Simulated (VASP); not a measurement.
# NaCl (Fm-3m) in VASP: a series of runs, part 2 of 2

VASP 6.6.1. Earlier steps stand in the parts before.

## 4. Single point, HSE06 (strain -5.8%)

The input, POSCAR:

```
NaCl
1.0
    0.0000000000      2.6393326955      2.6393326955
    2.6393326955      0.0000000000      2.6393326955
    2.6393326955      2.6393326955      0.0000000000
Na Cl
1 1
Direct
    0.0000000000      0.0000000000      0.0000000000
    0.5000000000      0.5000000000      0.5000000000
```

The input, INCAR.step1:

```
SYSTEM = NaCl
PREC     = Accurate       ! precision mode
ENCUT    = 520            ! plane-wave cutoff, eV
EDIFF    = 1E-5           ! SCF threshold, eV
ISMEAR   = 0              ! smearing method
SIGMA    = 0.01           ! smearing width, eV
LREAL    = .False.        ! projectors in reciprocal space
LASPH    = .True.         ! aspherical terms in the spheres
NELM     = 100            ! most SCF steps
ALGO     = Normal         ! electronic algorithm
ISIF     = 2              ! what is computed and relaxed
LWAVE    = .True.         ! write WAVECAR
NBANDS   = 14             ! bands
GGA      = PE             ! functional
```

The input, INCAR.step2:

```
SYSTEM = NaCl
PREC     = Accurate       ! precision mode
ENCUT    = 520            ! plane-wave cutoff, eV
EDIFF    = 1E-7           ! SCF threshold, eV
ISMEAR   = 0              ! smearing method
SIGMA    = 0.01           ! smearing width, eV
LREAL    = .False.        ! projectors in reciprocal space
LASPH    = .True.         ! aspherical terms in the spheres
NELM     = 100            ! most SCF steps
ALGO     = Normal         ! electronic algorithm
ISIF     = 2              ! what is computed and relaxed
LWAVE    = .False.        ! write WAVECAR
LCHARG   = .True.         ! write CHGCAR
GGA      = PE             ! functional
LHFCALC  = .True.         ! exact exchange
HFSCREEN = 0.2079         ! screening, 1/A
PRECFOCK = Normal       
LELF     = .True.         ! ELF
LVHAR    = .True.       
NBANDS   = 14             ! bands
ISTART   = 1
```

The input, KPOINTS:

```
regular mesh
0
Gamma
  6 6 6
  0 0 0
```

Potentials or basis: VASP PAW PBE potentials, release 64 (Na_pv, Cl).

Started as:

```
$ cat potpaw_PBE.64/Na_pv/POTCAR potpaw_PBE.64/Cl/POTCAR > POTCAR
$ cp INCAR.step1 INCAR
$ mpirun -np 1 vasp_std > vasp.out
$ cp INCAR.step2 INCAR
$ mpirun -np 1 vasp_std > vasp.out
```

OUTCAR:

```text
SYSTEM = NaCl
   PREC = Accurate
   ENCUT = 520
   EDIFF = 1E-7
   ISMEAR = 0
   LREAL = .False.
   LASPH = .True.
   NELM = 100
   ISIF = 2
   GGA = PE
   LHFCALC = .True.
   HFSCREEN = 0.2079
   PRECFOCK = Normal
   ISTART = 1

 ion  position               nearest neighbor table
   1  0.000  0.000  0.000-   2 2.64   2 2.64   2 2.64   2 2.64   2 2.64   2 2.64
   2  0.500  0.500  0.500-   1 2.64   1 2.64   1 2.64   1 2.64   1 2.64   1 2.64

  LATTYP: Found a face centered cubic cell.
 ALAT       =     5.2786653910

  Lattice vectors:

 A1 = (   0.0000000000,   2.6393326955,   2.6393326955)
 A2 = (   2.6393326955,   0.0000000000,   2.6393326955)
 A3 = (   2.6393326955,   2.6393326955,   0.0000000000)

Analysis of symmetry for initial positions (statically):
=====================================================================
 Subroutine PRICEL returns:
 Original cell was already a primitive cell.

 Routine SETGRP: Setting up the symmetry group for a
 face centered cubic supercell.

 Subroutine GETGRP returns: Found 48 space group operations
 (whereof 48 operations were pure point group operations)
[... 176 lines left out ...]
      5      -0.4129      2.00000
      6      -0.4129      2.00000
      7      -0.4129      2.00000
      8       7.0064      0.00000
      9      12.3915      0.00000
     10      12.3915      0.00000
     11      12.3915      0.00000
     12      15.0154      0.00000
     13      15.0154      0.00000
     14      16.6938      0.00000
[... 241 lines left out ...]
      1     -23.0258      2.00000
      2     -23.0124      2.00000
      3     -23.0102      2.00000
      4     -14.1093      2.00000
      5      -2.5238      2.00000
      6      -1.7671      2.00000
      7      -1.4760      2.00000
      8      10.0017      0.00000
      9      10.2382      0.00000
     10      12.6019      0.00000
     11      14.4458      0.00000
     12      18.3843      0.00000
     13      19.1475      0.00000
     14      19.2013      0.00000

------------------------ aborting loop because EDIFF is reached ----------------------------------------

  FORCE on cell =-STRESS in cart. coord.  units (eV):
  Direction    XX          YY          ZZ          XY          YZ          ZX
  --------------------------------------------------------------------------------------
  -------------------------------------------------------------------------------------
  Total        1.9305203      1.9305203      1.9305203      0.0000000      0.0000000      0.0000000
  in kB       84.1148258     84.1148258     84.1148258      0.0000000      0.0000000      0.0000000
  external PRESSURE =      84.1148258 kB  Pullay stress =       0.0000000 kB

 VOLUME and BASIS-vectors are now :
 -----------------------------------------------------------------------------
  energy-cutoff  :      520.00
  volume of cell :       36.77
      direct lattice vectors                 reciprocal lattice vectors
     0.000000000  2.639332695  2.639332695    -0.189441824  0.189441824  0.189441824
     2.639332695  0.000000000  2.639332695     0.189441824 -0.189441824  0.189441824
     2.639332695  2.639332695  0.000000000     0.189441824  0.189441824 -0.189441824

 POSITION                                       TOTAL-FORCE (eV/Angst)
 -----------------------------------------------------------------------------------
      0.00000      0.00000      0.00000         0.000000     -0.000000      0.000000
      2.63933      2.63933      2.63933        -0.000000      0.000000     -0.000000
 -----------------------------------------------------------------------------------
    total drift:                                0.000025      0.000041      0.000041

  FREE ENERGIE OF THE ION-ELECTRON SYSTEM (eV)
  ---------------------------------------------------
  free  energy   TOTEN  =        -7.6939019098 eV

  energy  without entropy=       -7.6939019098  energy(sigma->0) =       -7.69390191
```

OUTCAR.step1:

```text
SYSTEM = NaCl
   PREC = Accurate
   ENCUT = 520
   EDIFF = 1E-5
   ISMEAR = 0
   LREAL = .False.
   LASPH = .True.
[... 482 lines left out ...]
      0.00000      0.00000      0.00000        -0.000000     -0.000000     -0.000000
      2.63933      2.63933      2.63933         0.000000      0.000000      0.000000
 -----------------------------------------------------------------------------------
    total drift:                                0.000000      0.000000      0.000000

  FREE ENERGIE OF THE ION-ELECTRON SYSTEM (eV)
  ---------------------------------------------------
  free  energy   TOTEN  =        -6.5583421899 eV

  energy  without entropy=       -6.5583421899  energy(sigma->0) =       -6.55834219
```

OSZICAR.step1:

```text
N       E                     dE             d eps       ncg     rms          rms(c)
DAV:   1     0.979384350580E+02    0.97938E+02   -0.72160E+03   466   0.110E+03
DAV:   2    -0.220958951325E+00   -0.98159E+02   -0.90165E+02   498   0.288E+02
DAV:   3    -0.664544069249E+01   -0.64245E+01   -0.64021E+01   592   0.676E+01
DAV:   4    -0.673593907317E+01   -0.90498E-01   -0.90471E-01   502   0.835E+00
DAV:   5    -0.673786266669E+01   -0.19236E-02   -0.19235E-02   586   0.126E+00    0.231E+00
DAV:   6    -0.656764760180E+01    0.17022E+00   -0.25310E-01   568   0.341E+00    0.175E+00
DAV:   7    -0.655428407408E+01    0.13364E-01   -0.80157E-02   600   0.186E+00    0.117E+00
DAV:   8    -0.655839635428E+01   -0.41123E-02   -0.78915E-03   496   0.851E-01    0.305E-01
DAV:   9    -0.655828103913E+01    0.11532E-03   -0.19806E-04   550   0.130E-01    0.128E-01
DAV:  10    -0.655834215915E+01   -0.61120E-04   -0.12891E-04   508   0.124E-01    0.221E-02
DAV:  11    -0.655834218986E+01   -0.30705E-07   -0.90116E-06   550   0.349E-02
   1 F= -.65583422E+01 E0= -.65583422E+01  d E =-.587920E-29
```

Run time: 27 min. Hardware: 1 thread of Intel Xeon Platinum 8259CL at 2.50GHz (Skylake/Cascade Lake), shared host; peak memory 0.26 GiB.

What came out:

```
Free energy            : -7.6939 eV
Pressure               : 8.4 GPa
Band gap on the k mesh : 7.42 eV
```

Caveat: the cell differs from its parent crystal (strain -5.8%); the cell stands under pressure; the PAW data sets were made with another functional, which shifts forces and pressure a little.

## 5. Overview

```csv
level,k mesh,smearing,grid for exact exchange (PRECFOCK),share of exact exchange,screening parameter,gap on the mesh (eV),pressure (GPa)
PBE,8 × 8 × 8,fermi-dirac 0.02 eV,-,-,-,5.99,9.2
r2SCAN,8 × 8 × 8,gaussian 0.01 eV,-,-,-,6.88,7.3
HSE06,6 × 6 × 6,gaussian 0.01 eV,Normal,0.25,0.2079 1/Å,7.42,8.4
```

Alike in all rows: task single point; potentials or basis VASP PAW PBE potentials, release 64 (Na_pv, Cl); no spin polarisation; cell as given; cutoff (eV) 520.

Caveats: the cell stands under pressure; the PAW data sets were made with another functional, which shifts forces and pressure a little (at least some runs).

Absolute energies hang on the potentials; compare differences alone.
